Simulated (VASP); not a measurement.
## AlN: single point with PBE

Crystal: AlN.

```
Al N
1.0
     0.00000    2.13274    2.34602
     2.13274    0.00000    2.34602
     2.13274    2.13274    0.00000
Al N
1 1
Direct
  0.00000 0.00000 0.00000
  0.75000 0.75000 0.75000
```

This cell differs from its parent crystal: ratio of the length along z to the lengths across it x 1.1, volume and fractional coordinates fixed.

```yaml
Program: VASP 6.6.1
Task: single point
Functional: PBE
Potentials_or_basis: VASP PAW PBE potentials, release 64 (Al, N)
Cutoff: 520 eV
k_mesh: 10 × 10 × 10
Occupations: gaussian, width 0.05 eV
Spin: no spin polarisation
Dipole_correction: no
Further_INCAR_settings: ALGO = Normal; EDIFF = 1e-06; NBANDS = 11
```

- Pressure: -0.9 GPa
- Band gap on the k mesh: 2.99 eV, indirect (least direct gap 3.75 eV)

Stress tensor (GPa, compression positive):
```
  4.73   0.00   0.00
  0.00   4.73   0.00
  0.00   0.00 -12.15
```

Levels at points of the mesh, in eV from the valence-band top:
| k point | band 1 | band 2 | band 3 | band 4 | band 5 | band 6 | band 7 | band 8 | band 9 |
| --- | --- | --- | --- | --- | --- | --- | --- | --- | --- |
| (0.00, 0.00, 0.00) | -15.06 | -0.52 | -0.04 | -0.04 | 3.72 | 12.10 | 12.10 | 12.16 | 15.40 |
| (0.50, 0.00, 0.00) | -13.07 | -5.97 | -1.12 | -0.27 | 6.54 | 9.50 | 10.45 | 11.67 | 17.14 |
| (0.50, 0.50, 0.00) | -12.73 | -5.65 | -1.43 | -1.43 | 3.46 | 9.21 | 12.28 | 15.69 | 15.69 |
| (0.50, 0.00, 0.50) | -12.32 | -4.74 | -2.22 | -2.17 | 2.99 | 7.76 | 13.57 | 13.84 | 16.35 |

It took 5.8 s on 1 thread of Intel(R) Xeon(R) 6975P-C (Granite Rapids) (shared host), peak memory 0.14 GiB.

 A k mesh can miss the band edges.
